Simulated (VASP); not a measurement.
# TiSn (Fm-3m) in VASP: a series of runs

Aim: see how the results for TiSn move with the level of theory and the settings. Levels: revPBE, BLYP, r2SCAN, PBE. Tasks: single point.

All numbers are computed with VASP 6.6.1; they aren't measurements. Logs are shortened: lines on timing, memory, paths and dates and some standing lists are left out, and cuts for length are marked.

### Step 1. The cell of the first run

Symmetry: Fm-3m, No. 225, cubic system. Conventional cell: a = 5.601 Å, b = 5.601 Å, c = 5.601 Å, α = 90.00°, β = 90.00°, γ = 90.00°. Ti (site symmetry m-3m) has 6 Sn at 2.80 Å within 3.7 Å. Sn (site symmetry m-3m) has 6 Ti at 2.80 Å within 3.7 Å.

### Step 2. Single point, revPBE

File INCAR:

```
SYSTEM = TiSn
ALGO     = Normal         ! electronic algorithm
EDIFF    = 1E-6           ! SCF threshold, eV
ENCUT    = 520            ! plane-wave cutoff, eV
GGA      = RE             ! functional
ISIF     = 2              ! what is computed and relaxed
ISMEAR   = -1             ! smearing method
LASPH    = .True.         ! aspherical terms in the spheres
LCHARG   = .False.        ! write CHGCAR
LREAL    = .False.        ! projectors in reciprocal space
LWAVE    = .False.        ! write WAVECAR
NBANDS   = 20             ! bands
NELM     = 80             ! most SCF steps
PREC     = Accurate       ! precision mode
SIGMA    = 0.05           ! smearing width, eV
```

File KPOINTS:

```
k-points
0
Gamma
  5 5 5
  0 0 0
```

File POSCAR:

```
TiSn
1.0
    0.0000000000      2.8005500000      2.8005500000
    2.8005500000      0.0000000000      2.8005500000
    2.8005500000      2.8005500000      0.0000000000
Ti Sn
1 1
Direct
    0.0000000000      0.0000000000      0.0000000000
    0.5000000000      0.5000000000      0.5000000000
```

Potentials or basis: VASP PAW PBE potentials, release 64 (Ti_sv, Sn_d).

Launch:

```sh
$ cat potpaw_PBE.64/Ti_sv/POTCAR potpaw_PBE.64/Sn_d/POTCAR > POTCAR
$ mpirun -np 1 vasp_std > vasp.out
```

OUTCAR:

```text
SYSTEM = TiSn
   EDIFF = 1E-6
   ENCUT = 520
   GGA = RE
   ISIF = 2
   ISMEAR = -1
   LASPH = .True.
   LREAL = .False.
   NELM = 80
   PREC = Accurate

 ion  position               nearest neighbor table
   1  0.000  0.000  0.000-   2 2.80   2 2.80   2 2.80   2 2.80   2 2.80   2 2.80
   2  0.500  0.500  0.500-   1 2.80   1 2.80   1 2.80   1 2.80   1 2.80   1 2.80

  LATTYP: Found a face centered cubic cell.
 ALAT       =     5.6011000000

  Lattice vectors:

 A1 = (   0.0000000000,   2.8005500000,   2.8005500000)
 A2 = (   2.8005500000,   0.0000000000,   2.8005500000)
 A3 = (   2.8005500000,   2.8005500000,   0.0000000000)

Analysis of symmetry for initial positions (statically):
=====================================================================
 Subroutine PRICEL returns:
 Original cell was already a primitive cell.

 Routine SETGRP: Setting up the symmetry group for a
 face centered cubic supercell.

 Subroutine GETGRP returns: Found 48 space group operations
 (whereof 48 operations were pure point group operations)
 out of a pool of 48 trial point group operations.

The static configuration has the point symmetry O_h .

Analysis of symmetry for dynamics (positions and initial velocities):
=====================================================================
 Subroutine PRICEL returns:
 Original cell was already a primitive cell.

 Routine SETGRP: Setting up the symmetry group for a
 face centered cubic supercell.

 Subroutine GETGRP returns: Found 48 space group operations
 (whereof 48 operations were pure point group operations)
 out of a pool of 48 trial point group operations.

The dynamic configuration has the point symmetry O_h .

 Subroutine INISYM returns: Found 48 space group operations
 (whereof 48 operations are pure point group operations),
 and found     1 'primitive' translations

----------------------------------------------------------------------------------------

                                     Primitive cell

  volume of cell :      43.9299

  direct lattice vectors                    reciprocal lattice vectors
     0.000000000  2.800550000  2.800550000    -0.178536359  0.178536359  0.178536359
     2.800550000  0.000000000  2.800550000     0.178536359 -0.178536359  0.178536359
     2.800550000  2.800550000  0.000000000     0.178536359  0.178536359 -0.178536359
[... 62 lines left out ...]
   ICHARG =      2    charge: 1-file 2-atom 10-const
   ISPIN  =      1    spin polarized calculation?
   LNONCOLLINEAR =      F non collinear calculations
   LSORBIT =      F    spin-orbit coupling
   LASPH  =      T    aspherical Exc in radial PAW
   ENCUT  =  520.0 eV  38.22 Ry    6.18 a.u.   7.36  7.36  7.36*2*pi/ulx,y,z
   NELM   =     80;   NELMIN=  2; NELMDL= -5     # of ELM steps
   EDIFF  = 0.1E-05   stopping-criterion for ELM
   LREAL  =      F    real-space projection
   EDIFFG = 0.1E-04   stopping-criterion for IOM
   NSW    =      0    number of steps for IOM
   IBRION =     -1    ionic relax: 0-MD 1-quasi-New 2-CG
   NFREE  =      0    steps in history (QN), initial steepest desc. (CG)
   ISIF   =      2    stress and relaxation
   ISYM   =      2    0-nonsym 1-usesym 2-fastsym
   POTIM  = 0.5000    time-step for ionic-motion
   TEBEG  =    0.0;   TEEND  =   0.0 temperature during run
   PSTRESS=    0.0 pullay stress
   NELECT =      26.0000    total number of electrons
   NUPDOWN=      -1.0000    fix difference up-down
   EMIN   =  10.00;   EMAX   =-10.00  energy-range for DOS
   EFERMI =   0.00;   METHOD = LEGACY
   ISMEAR =    -1;   SIGMA  =   0.05  broadening in eV -4-tet -1-fermi 0-gaus
   EFERMI_NEDOS =   21; number of points for ismear=-14 and -15
   IALGO  =     38    algorithm
   IMIX   =      4    mixing-type and parameters
     AMIX     =   0.40;   BMIX     =  1.00
     AMIX_MAG =   1.60;   BMIX_MAG =  1.00
  volume/ion in A,a.u.               =      21.96       148.23
  Fermi-wavevector in a.u.,A,eV,Ry     =   1.374504  2.597436 25.704953  1.889261
  Thomas-Fermi vector in A             =   2.499924
   LORBIT       =      0    0 simple, 1 ext, 2 COOP (PROOUT), +10 PAW based schemes
   GGA     = RE    functional components
   LHFCALC =     F    Hartree Fock is set to
   AEXX    =    0.0000 exact exchange contribution
   IVDW    =     0    specifies the selected vdW correction
   LEPSILON=     F    determine dielectric tensor
   LRPA    =     F    only Hartree local field effects (RPA)
 non-spin polarized calculation
  energy-cutoff  :      520.00
  volume of cell :       43.93
 maximum number of plane-waves:      1243
 NGX is ok and might be reduce to    30
   NGX = 15   NGY = 15   NGZ = 15

 number of electron      26.0000014 magnetization

 Free energy of the ion-electron system (eV)
  ---------------------------------------------------
  ext. energy  EPLUGINS =         0.00000000
  ---------------------------------------------------
  free energy    TOTEN  =       -11.13903632 eV

  energy without entropy =      -11.12839280  energy(sigma->0) =      -11.13371456

 E-fermi :   8.2688     XC(G=0): -10.7563

 val. band max:        8.1711928595   @ k =   0.2000   0.2000   0.0000
 cond. band min:       8.2976794020   @ k =   0.4000   0.4000   0.0000
 fundamental gap:      0.1264865424
 Fermi energy:         8.2688486807

 k-point     1 :       0.0000    0.0000    0.0000
  band No.  band energies     occupation
      1     -49.1279      2.00000
      2     -25.3424      2.00000
      3     -25.3424      2.00000
      4     -25.3424      2.00000
      5     -12.6576      2.00000
      6     -12.6576      2.00000
[... 219 lines left out ...]
     19      16.0959      0.00000
     20      16.9547      0.00000

------------------------ aborting loop because EDIFF is reached ----------------------------------------

  FORCE on cell =-STRESS in cart. coord.  units (eV):
  Direction    XX          YY          ZZ          XY          YZ          ZX
  --------------------------------------------------------------------------------------
  -------------------------------------------------------------------------------------
  Total        0.4446937      0.4446937      0.4446937      0.0000000      0.0000000      0.0000000
  in kB       16.2185327     16.2185327     16.2185327      0.0000000      0.0000000      0.0000000
  external PRESSURE =      16.2185327 kB  Pullay stress =       0.0000000 kB

 VOLUME and BASIS-vectors are now :
 -----------------------------------------------------------------------------
  energy-cutoff  :      520.00
  volume of cell :       43.93
      direct lattice vectors                 reciprocal lattice vectors
     0.000000000  2.800550000  2.800550000    -0.178536359  0.178536359  0.178536359
     2.800550000  0.000000000  2.800550000     0.178536359 -0.178536359  0.178536359
     2.800550000  2.800550000  0.000000000     0.178536359  0.178536359 -0.178536359

 POSITION                                       TOTAL-FORCE (eV/Angst)
 -----------------------------------------------------------------------------------
      0.00000      0.00000      0.00000        -0.000000      0.000000      0.000000
      2.80055      2.80055      2.80055         0.000000     -0.000000     -0.000000
 -----------------------------------------------------------------------------------
    total drift:                                0.000000      0.000000      0.000000

  FREE ENERGIE OF THE ION-ELECTRON SYSTEM (eV)
  ---------------------------------------------------
  free  energy   TOTEN  =       -11.1390363234 eV

  energy  without entropy=      -11.1283928023  energy(sigma->0) =      -11.13371456
```

stdout:

```text
POSCAR found type information on POSCAR TiSn
 POSCAR found :  2 types and       2 ions
 scaLAPACK will be used
 -----------------------------------------------------------------------------
|                                                                             |
|                                                                             |
|     You enforced a specific xc type in the INCAR file but a different       |
|     I HOPE YOU KNOW WHAT YOU ARE DOING!                                     |
|                                                                             |
 -----------------------------------------------------------------------------

 LDA part: xc-table for (Slater+PW92), standard interpolation
 POSCAR, INCAR and KPOINTS ok, starting setup
 FFT: planning ... GRIDC
 FFT: planning ... GRID_SOFT
 FFT: planning ... GRID
 WAVECAR not read
 entering main loop
```

It took 21 s on 1 thread of Intel Xeon Platinum 8259CL at 2.50GHz (Skylake/Cascade Lake), shared host; peak memory 0.16 GiB.

Results:

```
Free energy            : -11.1390 eV
Pressure               : 1.6 GPa
Band gap on the k mesh : zero (band 13 reaches 8.41 eV, above the bottom of band 14 at 8.17 eV)
```

Levels at points of the mesh, in eV from the Fermi level:
| k point | band 9 | band 10 | band 11 | band 12 | band 13 | band 14 | band 15 | band 16 | band 17 | band 18 |
| --- | --- | --- | --- | --- | --- | --- | --- | --- | --- | --- |
| (0.00, 0.00, 0.00) | -20.86 | -9.67 | 0.14 | 0.14 | 0.14 | 0.46 | 0.46 | 3.34 | 3.34 | 3.34 |

Caveat: the k points lie up to 0.39 Å⁻¹ apart; the PAW data sets were made with another functional, which shifts forces and pressure a little; spin-orbit coupling is left out, which moves the levels of the heavy elements.

### Step 3. Single point, BLYP

File INCAR:

```
AGGAC = 1.0 ; AGGAX = 1.0
ALDAC = 0.0 ; ALDAX = 1.0
ALGO = Fast ; EDIFF = 1E-7
ENCUT = 520 ; GGA = B5
ISIF = 2 ; ISMEAR = -1
LASPH = T ; LCHARG = F
LREAL = F ; LWAVE = F
NBANDS = 20 ; NELM = 100
PREC = Accurate ; SIGMA = 0.05
```

File KPOINTS:

```
k-points
0
Gamma
  5 5 5
```

POSCAR is that of step 2.

Potentials or basis: VASP PAW PBE potentials, release 64 (Ti_sv, Sn_d).

Launch:

```sh
$ cat potpaw_PBE.64/Ti_sv/POTCAR potpaw_PBE.64/Sn_d/POTCAR > POTCAR
$ mpirun -np 1 vasp_std > vasp.out
```

OUTCAR:

```text
EDIFF = 1E-7
   ENCUT = 520
   GGA = B5
   ISIF = 2
   ISMEAR = -1
   LASPH = T
   LREAL = F
   NELM = 100
   PREC = Accurate

 ion  position               nearest neighbor table
   1  0.000  0.000  0.000-   2 2.80   2 2.80   2 2.80   2 2.80   2 2.80   2 2.80
   2  0.500  0.500  0.500-   1 2.80   1 2.80   1 2.80   1 2.80   1 2.80   1 2.80

  LATTYP: Found a face centered cubic cell.
 ALAT       =     5.6011000000

  Lattice vectors:

 A1 = (   0.0000000000,   2.8005500000,   2.8005500000)
 A2 = (   2.8005500000,   0.0000000000,   2.8005500000)
 A3 = (   2.8005500000,   2.8005500000,   0.0000000000)

Analysis of symmetry for initial positions (statically):
=====================================================================
 Subroutine PRICEL returns:
 Original cell was already a primitive cell.

 Routine SETGRP: Setting up the symmetry group for a
 face centered cubic supercell.

 Subroutine GETGRP returns: Found 48 space group operations
 (whereof 48 operations were pure point group operations)
 out of a pool of 48 trial point group operations.

The static configuration has the point symmetry O_h .

Analysis of symmetry for dynamics (positions and initial velocities):
=====================================================================
 Subroutine PRICEL returns:
 Original cell was already a primitive cell.

 Routine SETGRP: Setting up the symmetry group for a
 face centered cubic supercell.

 Subroutine GETGRP returns: Found 48 space group operations
 (whereof 48 operations were pure point group operations)
 out of a pool of 48 trial point group operations.

The dynamic configuration has the point symmetry O_h .

 Subroutine INISYM returns: Found 48 space group operations
 (whereof 48 operations are pure point group operations),
 and found     1 'primitive' translations

[... 93 lines left out ...]
   EFERMI =   0.00;   METHOD = LEGACY
   ISMEAR =    -1;   SIGMA  =   0.05  broadening in eV -4-tet -1-fermi 0-gaus
   EFERMI_NEDOS =   21; number of points for ismear=-14 and -15
   IALGO  =     68    algorithm
   IMIX   =      4    mixing-type and parameters
     AMIX     =   0.40;   BMIX     =  1.00
     AMIX_MAG =   1.60;   BMIX_MAG =  1.00
  volume/ion in A,a.u.               =      21.96       148.23
  Fermi-wavevector in a.u.,A,eV,Ry     =   1.374504  2.597436 25.704953  1.889261
  Thomas-Fermi vector in A             =   2.499924
   LORBIT       =      0    0 simple, 1 ext, 2 COOP (PROOUT), +10 PAW based schemes
   GGA     = B5    functional components
   LHFCALC =     F    Hartree Fock is set to
   AEXX    =    0.0000 exact exchange contribution
   IVDW    =     0    specifies the selected vdW correction
   LEPSILON=     F    determine dielectric tensor
   LRPA    =     F    only Hartree local field effects (RPA)
 non-spin polarized calculation
 RMM-DIIS sequential band-by-band and
  energy-cutoff  :      520.00
  volume of cell :       43.93
 maximum number of plane-waves:      1243
 NGX is ok and might be reduce to    30
   NGX = 15   NGY = 15   NGZ = 15

 number of electron      26.0000014 magnetization

 Free energy of the ion-electron system (eV)
  ---------------------------------------------------
  ext. energy  EPLUGINS =         0.00000000
  ---------------------------------------------------
  free energy    TOTEN  =        -9.97979226 eV

  energy without entropy =       -9.96956351  energy(sigma->0) =       -9.97467789

 E-fermi :   8.6743     XC(G=0): -10.2110

 val. band max:        8.5652056608   @ k =   0.2000   0.2000   0.0000
 cond. band min:       8.7086758640   @ k =   0.4000   0.4000   0.0000
 fundamental gap:      0.1434702032
 Fermi energy:         8.6742536694

 k-point     1 :       0.0000    0.0000    0.0000
  band No.  band energies     occupation
      1     -48.3978      2.00000
      2     -24.8258      2.00000
      3     -24.8258      2.00000
      4     -24.8258      2.00000
      5     -12.2023      2.00000
      6     -12.2023      2.00000
[... 219 lines left out ...]
     19      16.5671      0.00000
     20      17.6131      0.00000

------------------------ aborting loop because EDIFF is reached ----------------------------------------

  FORCE on cell =-STRESS in cart. coord.  units (eV):
  Direction    XX          YY          ZZ          XY          YZ          ZX
  --------------------------------------------------------------------------------------
  -------------------------------------------------------------------------------------
  Total        1.1213697      1.1213697      1.1213697      0.0000000     -0.0000000      0.0000000
  in kB       40.8977481     40.8977481     40.8977481      0.0000000     -0.0000000      0.0000000
  external PRESSURE =      40.8977481 kB  Pullay stress =       0.0000000 kB

 VOLUME and BASIS-vectors are now :
 -----------------------------------------------------------------------------
  energy-cutoff  :      520.00
  volume of cell :       43.93
      direct lattice vectors                 reciprocal lattice vectors
     0.000000000  2.800550000  2.800550000    -0.178536359  0.178536359  0.178536359
     2.800550000  0.000000000  2.800550000     0.178536359 -0.178536359  0.178536359
     2.800550000  2.800550000  0.000000000     0.178536359  0.178536359 -0.178536359

 POSITION                                       TOTAL-FORCE (eV/Angst)
 -----------------------------------------------------------------------------------
      0.00000      0.00000      0.00000        -0.000000     -0.000000     -0.000000
      2.80055      2.80055      2.80055         0.000000      0.000000      0.000000
 -----------------------------------------------------------------------------------
    total drift:                                0.000000      0.000000      0.000000

  FREE ENERGIE OF THE ION-ELECTRON SYSTEM (eV)
  ---------------------------------------------------
  free  energy   TOTEN  =        -9.9797922600 eV

  energy  without entropy=       -9.9695635114  energy(sigma->0) =       -9.97467789
```

OSZICAR:

```text
N       E                     dE             d eps       ncg     rms          rms(c)
DAV:   1     0.234893552977E+03    0.23489E+03   -0.13485E+04   408   0.194E+03
DAV:   2     0.952318789781E+01   -0.22537E+03   -0.22114E+03   400   0.446E+02
DAV:   3    -0.109209352582E+02   -0.20444E+02   -0.19995E+02   476   0.130E+02
[... 28 lines left out ...]
RMM:  32    -0.997979168131E+01   -0.26848E-06   -0.31093E-06   289   0.268E-03    0.105E-03
RMM:  33    -0.997979193208E+01   -0.25077E-06   -0.23620E-06   294   0.258E-03    0.177E-03
RMM:  34    -0.997979209220E+01   -0.16012E-06   -0.17455E-06   296   0.237E-03    0.201E-03
RMM:  35    -0.997979219507E+01   -0.10288E-06   -0.12752E-06   277   0.181E-03    0.208E-03
RMM:  36    -0.997979226003E+01   -0.64956E-07   -0.92485E-07   257   0.164E-03
   1 F= -.99797923E+01 E0= -.99746779E+01  d E =-.102287E-01
```

stdout:

```text
POSCAR found type information on POSCAR TiSn
 POSCAR found :  2 types and       2 ions
 scaLAPACK will be used
 -----------------------------------------------------------------------------
[... 23 lines left out ...]
 num prob RMM:  31    -0.997979141283E+01   -0.37881E-06   -0.43185E-06   320   0.296E-03    0.941E-04
 num prob RMM:  32    -0.997979168131E+01   -0.26848E-06   -0.31093E-06   289   0.268E-03    0.105E-03
 num prob  num prob  num prob  num prob RMM:  33    -0.997979193208E+01   -0.25077E-06   -0.23620E-06   294   0.258E-03    0.177E-03
 num prob  num prob RMM:  35    -0.997979219507E+01   -0.10288E-06   -0.12752E-06   277   0.181E-03    0.208E-03
 num prob  num prob  num prob RMM:  36    -0.997979226003E+01   -0.64956E-07   -0.92485E-07   257   0.164E-03
```

Wall time 91 s (1 thread of Intel Xeon Platinum 8259CL at 2.50GHz (Skylake/Cascade Lake), shared host); peak memory 0.16 GiB.

What came out:

```
Free energy            : -9.9798 eV
Pressure               : 4.1 GPa
Band gap on the k mesh : zero (band 13 reaches 8.80 eV, above the bottom of band 14 at 8.57 eV)
```

Levels at points of the mesh, in eV from the Fermi level:
```tsv
k point	band 9	band 10	band 11	band 12	band 13	band 14	band 15	band 16	band 17	band 18
(0.00, 0.00, 0.00)	-20.81	-9.65	0.13	0.13	0.13	0.39	0.39	3.21	3.21	3.21
```

Caveat: the k points lie up to 0.39 Å⁻¹ apart; the PAW data sets were made with another functional, which shifts forces and pressure a little; spin-orbit coupling is left out, which moves the levels of the heavy elements.

(Part 1 of 2 ends here.)
